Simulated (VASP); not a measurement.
Write the native input for VASP 6.6.1 that does the following.

```yaml
Task: relaxation of cell and atoms
Functional: PBE
Potentials_or_basis: VASP PAW PBE potentials, release 64 (Ta_pv)
Cutoff: 600 eV
k_mesh: 16 × 16 × 16
Occupations: fermi-dirac, width 0.05 eV
Spin: no spin polarisation
Target_pressure: 2 GPa
Dipole_correction: no
Further_INCAR_settings: ALGO = Normal; EDIFF = 1e-06; IBRION = 2; EDIFFG = -0.005; NSW = 32; ISIF = 3
```

The structure of Ta lies in POSCAR:

```
Ta
1.0
    0.0000000000      2.1049180360      2.1049180360
    2.1049180360      0.0000000000      2.1049180360
    2.1049180360      2.1049180360      0.0000000000
Ta
1
Direct
    0.0000000000      0.0000000000      0.0000000000
```

One way to write it, as run:

INCAR

```
ALGO = Normal
EDIFF = 1E-6
EDIFFG = -0.005
ENCUT = 600
GGA = PE
IBRION = 2
ISIF = 3
ISMEAR = -1
LASPH = True
LCHARG = False
LREAL = False
LWAVE = False
NELM = 60
NSW = 32
PREC = Accurate
PSTRESS = 20.0
SIGMA = 0.05
```

KPOINTS

```
k-points
0
Gamma
  16 16 16
```

Potentials or basis: VASP PAW PBE potentials, release 64 (Ta_pv).

The run is started by

```bash
$ cat potpaw_PBE.64/Ta_pv/POTCAR > POTCAR
$ mpirun -np 1 vasp_std > vasp.out
```

It gave:

```
Relaxed volume                                         : 18.66 Å³/atom
Relaxed cell                                           : a = 2.977 Å, b = 2.977 Å, c = 2.977 Å, α = 60.00°, β = 60.00°, γ = 60.00°
Space group after relaxing (to 0.05 Å)                 : Fm-3m (No. 225)
Energy change on relaxing (the enthalpy is what falls) : -0.1 meV/atom
Ionic steps                                            : 3
Pressure after relaxing                                : 2.0 GPa
```

Caveat: the cell is relaxed towards a set pressure, so the enthalpy falls and the energy may rise.

Run time: 19 s on 1 thread of Intel(R) Xeon(R) 6975P-C (Granite Rapids) (shared host), peak memory 0.16 GiB.
